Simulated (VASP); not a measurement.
# MnAs (F-43m) in VASP: settings compared

Aim: see how the results for MnAs move with the level of theory and the settings. Levels: PBE, r2SCAN. Tasks: single point.

Everything below comes from runs of VASP 6.6.1. Logs are shortened: lines on timing, memory, paths and dates and some standing lists are left out, and cuts for length are marked.

**1. The cell of the first run**

It takes space group F-43m (No. 216, cubic). Conventional cell: a = 5.789 Å, b = 5.789 Å, c = 5.789 Å, α = 90.00°, β = 90.00°, γ = 90.00°. Within 3.3 Å of Mn (site symmetry -43m) lie 4 As at 2.51 Å. Within 3.3 Å of As (site symmetry -43m) lie 4 Mn at 2.51 Å.

**2. Single point, PBE, collinear spin, ferromagnetic start (24.25 Å³/atom)**

File INCAR:

```
SYSTEM = MnAs
  PREC = Accurate
  ENCUT = 520
  EDIFF = 1E-6
  ISMEAR = 0
  SIGMA = 0.05
  LREAL = .FALSE.
  LASPH = .TRUE.
  NELM = 150
  ALGO = Normal
  ISIF = 2
  LWAVE = .FALSE.
  LCHARG = .TRUE.
  ISPIN = 2
  MAGMOM = 4.07 0
  LORBIT = 11
  LMAXMIX = 4
  GGA = PE
  LELF = .TRUE.
  LVHAR = .TRUE.
  NBANDS = 20
```

File KPOINTS:

```
regular mesh
0
G
  12 12 12
  0 0 0
```

File POSCAR:

```
MnAs
1.0
    0.0000000000      2.8945029552      2.8945029552
    2.8945029552      0.0000000000      2.8945029552
    2.8945029552      2.8945029552      0.0000000000
Mn As
1 1
Direct
    0.0000000000      0.0000000000      0.0000000000
    0.2500000000      0.2500000000      0.2500000000
```

Potentials or basis: VASP PAW PBE potentials, release 64 (Mn_pv, As).

Started as:

```sh
$ cat potpaw_PBE.64/Mn_pv/POTCAR potpaw_PBE.64/As/POTCAR > POTCAR
$ mpirun -np 1 vasp_std > vasp.out
```

OUTCAR:

```text
SYSTEM = MnAs
   PREC = Accurate
   ENCUT = 520
   EDIFF = 1E-6
   ISMEAR = 0
   LREAL = .FALSE.
   LASPH = .TRUE.
   NELM = 150
   ISIF = 2
   ISPIN = 2
   LORBIT = 11
   GGA = PE

 ion  position               nearest neighbor table
   1  0.000  0.000  0.000-   2 2.51   2 2.51   2 2.51   2 2.51
   2  0.250  0.250  0.250-   1 2.51   1 2.51   1 2.51   1 2.51

  LATTYP: Found a face centered cubic cell.
 ALAT       =     5.7890059104

  Lattice vectors:

 A1 = (   0.0000000000,   2.8945029552,   2.8945029552)
 A2 = (   2.8945029552,   0.0000000000,   2.8945029552)
 A3 = (   2.8945029552,   2.8945029552,   0.0000000000)

Analysis of symmetry for initial positions (statically):
=====================================================================
 Subroutine PRICEL returns:
 Original cell was already a primitive cell.

 Routine SETGRP: Setting up the symmetry group for a
 face centered cubic supercell.

 Subroutine GETGRP returns: Found 24 space group operations
 (whereof 24 operations were pure point group operations)
 out of a pool of 48 trial point group operations.

The static configuration has the point symmetry T_d .

Analysis of symmetry for dynamics (positions and initial velocities):
=====================================================================
 Subroutine PRICEL returns:
 Original cell was already a primitive cell.

 Routine SETGRP: Setting up the symmetry group for a
 face centered cubic supercell.

 Subroutine GETGRP returns: Found 24 space group operations
 (whereof 24 operations were pure point group operations)
 out of a pool of 48 trial point group operations.

The dynamic configuration has the point symmetry T_d .

Analysis of structural, dynamic, and magnetic symmetry:
=====================================================================
 Subroutine PRICEL returns:
 Original cell was already a primitive cell.

 Routine SETGRP: Setting up the symmetry group for a
 face centered cubic supercell.

 Subroutine GETGRP returns: Found 24 space group operations
 (whereof 24 operations were pure point group operations)
 out of a pool of 48 trial point group operations.

The overall configuration has the point symmetry T_d .

 Subroutine INISYM returns: Found 24 space group operations
 (whereof 24 operations are pure point group operations),
 and found     1 'primitive' translations

----------------------------------------------------------------------------------------

                                     Primitive cell

  volume of cell :      48.5011

  direct lattice vectors                    reciprocal lattice vectors
     0.000000000  2.894502955  2.894502955    -0.172741230  0.172741230  0.172741230
     2.894502955  0.000000000  2.894502955     0.172741230 -0.172741230  0.172741230
     2.894502955  2.894502955  0.000000000     0.172741230  0.172741230 -0.172741230

  length of vectors
     4.093445336  4.093445336  4.093445336     0.299196586  0.299196586  0.299196586

  position of ions in fractional coordinates (direct lattice)
     0.000000000  0.000000000  0.000000000
     0.250000000  0.250000000  0.250000000

  ion indices of the primitive-cell ions
   primitive index   ion index
                 1           1
                 2           2

----------------------------------------------------------------------------------------

 KPOINTS: regular mesh

Automatic generation of k-mesh.
 Grid dimensions read from file:
 generate k-points for:   12   12   12

 Generating k-lattice:

  Cartesian coordinates                     Fractional coordinates (reciprocal lattice)
    -0.014395102  0.014395102  0.014395102     0.083333333  0.000000000  0.000000000
     0.014395102 -0.014395102  0.014395102     0.000000000  0.083333333  0.000000000
     0.014395102  0.014395102 -0.014395102     0.000000000  0.000000000  0.083333333

  Length of vectors
     0.024933049  0.024933049  0.024933049

  Shift w.r.t. Gamma in fractional coordinates (k-lattice)
     0.000000000  0.000000000  0.000000000

 Subroutine IBZKPT returns following result:
 ===========================================

 Found     72 irreducible k-points:

 Following reciprocal coordinates:
            Coordinates               Weight
  0.000000  0.000000  0.000000      1.000000
  0.083333  0.000000  0.000000      8.000000
  0.166667  0.000000  0.000000      8.000000
  0.250000  0.000000  0.000000      8.000000
  0.333333  0.000000  0.000000      8.000000
  0.416667  0.000000  0.000000      8.000000
[... 16 lines left out ...]
  0.500000  0.166667  0.000000     24.000000
 -0.416667  0.166667  0.000000     24.000000
 [... further k-points ...]
   k-points           NKPTS =     72   k-points in BZ     NKDIM =     72   number of bands    NBANDS=     20
   number of dos      NEDOS =    301   number of ions     NIONS =      2
   total plane-waves  NPLWV =  27000
   dimension x,y,z NGX =    30 NGY =   30 NGZ =   30
   dimension x,y,z NGXF=    60 NGYF=   60 NGZF=   60
   ions per type =               1   1
   NGX,Y,Z   is equivalent  to a cutoff of  12.18, 12.18, 12.18 a.u.
   NGXF,Y,Z  is equivalent  to a cutoff of  24.37, 24.37, 24.37 a.u.
 SYSTEM =  MnAs
   PREC   = accura    normal or accurate (medium, high low for compatibility)
   ISTART =      0    job   : 0-new  1-cont  2-samecut
   ICHARG =      2    charge: 1-file 2-atom 10-const
   ISPIN  =      2    spin polarized calculation?
   LNONCOLLINEAR =      F non collinear calculations
   LSORBIT =      F    spin-orbit coupling
   LASPH  =      T    aspherical Exc in radial PAW
   ENCUT  =  520.0 eV  38.22 Ry    6.18 a.u.   7.61  7.61  7.61*2*pi/ulx,y,z
   NELM   =    150;   NELMIN=  2; NELMDL= -5     # of ELM steps
   EDIFF  = 0.1E-05   stopping-criterion for ELM
   LREAL  =      F    real-space projection
   EDIFFG = 0.1E-04   stopping-criterion for IOM
   NSW    =      0    number of steps for IOM
   IBRION =     -1    ionic relax: 0-MD 1-quasi-New 2-CG
   NFREE  =      0    steps in history (QN), initial steepest desc. (CG)
   ISIF   =      2    stress and relaxation
   ISYM   =      2    0-nonsym 1-usesym 2-fastsym
   POTIM  = 0.5000    time-step for ionic-motion
   TEBEG  =    0.0;   TEEND  =   0.0 temperature during run
   PSTRESS=    0.0 pullay stress
   NELECT =      18.0000    total number of electrons
   NUPDOWN=      -1.0000    fix difference up-down
   EMIN   =  10.00;   EMAX   =-10.00  energy-range for DOS
   EFERMI =   0.00;   METHOD = LEGACY
   ISMEAR =     0;   SIGMA  =   0.05  broadening in eV -4-tet -1-fermi 0-gaus
   EFERMI_NEDOS =   21; number of points for ismear=-14 and -15
   IALGO  =     38    algorithm
   IMIX   =      4    mixing-type and parameters
     AMIX     =   0.40;   BMIX     =  1.00
     AMIX_MAG =   1.60;   BMIX_MAG =  1.00
  volume/ion in A,a.u.               =      24.25       163.65
  Fermi-wavevector in a.u.,A,eV,Ry     =   1.176472  2.223210 18.831645  1.384087
  Thomas-Fermi vector in A             =   2.312835
   LORBIT       =     11    0 simple, 1 ext, 2 COOP (PROOUT), +10 PAW based schemes
   GGA     = PE    functional components
   LHFCALC =     F    Hartree Fock is set to
   AEXX    =    0.0000 exact exchange contribution
   IVDW    =     0    specifies the selected vdW correction
   LEPSILON=     F    determine dielectric tensor
   LRPA    =     F    only Hartree local field effects (RPA)
 spin polarized calculation
 Gauss-broadening in eV      SIGMA  =   0.05
  energy-cutoff  :      520.00
  volume of cell :       48.50
 maximum number of plane-waves:      1323
   NGX = 15   NGY = 15   NGZ = 15

 number of electron      18.0000011 magnetization       3.9977463

 Free energy of the ion-electron system (eV)
  ---------------------------------------------------
  ext. energy  EPLUGINS =         0.00000000
  ---------------------------------------------------
  free energy    TOTEN  =       -13.29806809 eV

  energy without entropy =      -13.29737498  energy(sigma->0) =      -13.29772153

 E-fermi :   3.3817     XC(G=0):  -9.2647

 val. band max:        3.3482482436   @ k =   0.5000   0.1667   0.0833
 cond. band min:       3.4112175393   @ k =  -0.3333   0.3333   0.0000
 fundamental gap:      0.0629692957
 Fermi energy:         3.3817132873

 spin component 1

 k-point     1 :       0.0000    0.0000    0.0000
  band No.  band energies     occupation
      1     -47.0961      1.00000
      2     -47.0961      1.00000
      3     -47.0961      1.00000
      4      -7.9452      1.00000
      5      -0.4190      1.00000
      6      -0.4190      1.00000
[... 12 lines left out ...]
     19      14.9481      0.00000
     20      15.4297      0.00000
[... 507 lines left out ...]
 k-point    24 :      -0.4167    0.1667    0.0000
  band No.  band energies     occupation
      1     -47.0983      1.00000
      2     -47.0969      1.00000
      3     -47.0966      1.00000
      4      -6.8732      1.00000
      5      -0.8157      1.00000
      6      -0.3374      1.00000
[... 12 lines left out ...]
     19      15.7605      0.00000
     20      18.6563      0.00000

 [... further k-points ...]

 spin component 2

 k-point     1 :       0.0000    0.0000    0.0000
  band No.  band energies     occupation
      1     -43.0067      1.00000
      2     -43.0067      1.00000
      3     -43.0067      1.00000
      4      -7.9427      1.00000
      5       1.5018      1.00000
      6       1.5018      1.00000
[... 12 lines left out ...]
     19      15.5708      0.00000
     20      16.0923      0.00000
[... 507 lines left out ...]
 k-point    24 :      -0.4167    0.1667    0.0000
  band No.  band energies     occupation
      1     -43.0097      1.00000
      2     -43.0078      1.00000
      3     -43.0074      1.00000
      4      -6.9594      1.00000
      5      -0.3616      1.00000
      6       1.1918      1.00000
[... 12 lines left out ...]
     19      16.4069      0.00000
     20      19.1340      0.00000

 [... further k-points ...]

------------------------ aborting loop because EDIFF is reached ----------------------------------------

  FORCE on cell =-STRESS in cart. coord.  units (eV):
  Direction    XX          YY          ZZ          XY          YZ          ZX
  --------------------------------------------------------------------------------------
  -------------------------------------------------------------------------------------
  Total       -0.6226261     -0.6226261     -0.6226261      0.0000000      0.0000000      0.0000000
  in kB      -20.5677078    -20.5677078    -20.5677078      0.0000000      0.0000000      0.0000000
  external PRESSURE =     -20.5677078 kB  Pullay stress =       0.0000000 kB

 VOLUME and BASIS-vectors are now :
 -----------------------------------------------------------------------------
  energy-cutoff  :      520.00
  volume of cell :       48.50
      direct lattice vectors                 reciprocal lattice vectors
     0.000000000  2.894502955  2.894502955    -0.172741230  0.172741230  0.172741230
     2.894502955  0.000000000  2.894502955     0.172741230 -0.172741230  0.172741230
     2.894502955  2.894502955  0.000000000     0.172741230  0.172741230 -0.172741230

 POSITION                                       TOTAL-FORCE (eV/Angst)
 -----------------------------------------------------------------------------------
      0.00000      0.00000      0.00000         0.000000      0.000000     -0.000000
      1.44725      1.44725      1.44725        -0.000000     -0.000000      0.000000
 -----------------------------------------------------------------------------------
    total drift:                               -0.000001     -0.000001     -0.000001

  FREE ENERGIE OF THE ION-ELECTRON SYSTEM (eV)
  ---------------------------------------------------
  free  energy   TOTEN  =       -13.2980680887 eV

  energy  without entropy=      -13.2973749780  energy(sigma->0) =      -13.29772153

 total charge

# of ion       s       p       d       tot
------------------------------------------
    1        0.315   6.206   4.908  11.429
    2        1.228   1.545   0.026   2.799
--------------------------------------------------
tot          1.543   7.751   4.934  14.228

 magnetization (x)

# of ion       s       p       d       tot
------------------------------------------
    1        0.060   0.043   3.768   3.872
    2        0.002  -0.179   0.016  -0.160
--------------------------------------------------
tot          0.063  -0.135   3.785   3.712
```

Wall time 1.7 min (1 thread of Intel Xeon Platinum 8488C (Sapphire Rapids), shared host); peak memory 0.26 GiB.

Results:

```yaml
Free_energy: -13.2981 eV
Pressure: -2.1 GPa
Band_gap_on_the_k_mesh: zero (filled and empty bands overlap)
Net_moment: 4.00 μB per cell
Site_moments: Mn +3.87; As -0.16 μB
Valence_electrons_inside_the_program's_atomic_spheres: Mn 11.43; As 2.80
```

Caveat: a cell with one magnetic atom can't hold antiferromagnetic order, which such compounds often take.

**3. Single point, PBE, collinear spin, ferromagnetic start (24.93 Å³/atom)**

This run uses another cell than the first one, of 24.93 Å³/atom.

File INCAR:

```
SYSTEM = MnAs
ALGO = Normal
EDIFF = 1E-6
ENCUT = 520
GGA = PE
ISIF = 2
ISMEAR = 0
ISPIN = 2
LASPH = .True.
LCHARG = .False.
LMAXMIX = 4
LORBIT = 11
LREAL = .False.
LWAVE = .False.
MAGMOM = 4.15 0
NBANDS = 20
NELM = 150
PREC = Accurate
SIGMA = 0.05
```

File KPOINTS:

```
k-points
0
Gamma
  12 12 12
  0 0 0
```

File POSCAR:

```
MnAs
1.0
    0.0000000000      2.9213054334      2.9213054334
    2.9213054334      0.0000000000      2.9213054334
    2.9213054334      2.9213054334      0.0000000000
Mn As
1 1
Direct
    0.0000000000      0.0000000000      0.0000000000
    0.2500000000      0.2500000000      0.2500000000
```

Potentials or basis: VASP PAW PBE potentials, release 64 (Mn_pv, As).

Started as:

```sh
$ cat potpaw_PBE.64/Mn_pv/POTCAR potpaw_PBE.64/As/POTCAR > POTCAR
$ mpirun -np 1 vasp_std > vasp.out
```

It took 81 s on 1 thread of Intel Xeon Platinum 8488C (Sapphire Rapids), shared host; peak memory 0.27 GiB.

Results (log left out):

```
Free energy                                           : -13.2754 eV
Pressure                                              : -3.4 GPa
Band gap on the k mesh                                : zero (filled and empty bands overlap)
Net moment                                            : 4.00 μB per cell
Site moments                                          : Mn +3.90; As -0.17 μB
Valence electrons inside the program's atomic spheres : Mn 11.40; As 2.78
```

Levels at points of the mesh, in eV from the Fermi level:
Spin up:
```
           k point  band 7  band 8  band 9  band 10  band 11  band 12  band 13  band 14  band 15  band 16
(0.00, 0.00, 0.00)   -3.71   -2.88   -2.88     2.16     2.16     2.16     2.48     6.15     6.15     6.15
(0.50, 0.00, 0.00)   -3.55   -2.78   -2.78    -2.48     0.89     0.89     3.75     6.68     6.68     8.13
(0.50, 0.50, 0.00)   -3.07   -2.74   -2.70    -2.23    -0.89    -0.89     3.27     4.59    11.33    11.85
```
Spin down:
```csv
k point,band 5,band 6,band 7,band 8,band 9,band 10
"(0.00, 0.00, 0.00)",-1.78,-1.78,-1.78,0.89,0.89,3.21
"(0.50, 0.00, 0.00)",-3.86,-1.64,-1.64,0.84,0.95,0.95
"(0.50, 0.50, 0.00)",-3.76,-1.65,-1.65,0.19,0.97,1.17
```

Caveat: the cell stands under tension; a cell with one magnetic atom can't hold antiferromagnetic order, which such compounds often take.

(Continued in part 2 of 2.)

The gap in the log of VASP goes by the Fermi energy; the results here count the filled bands.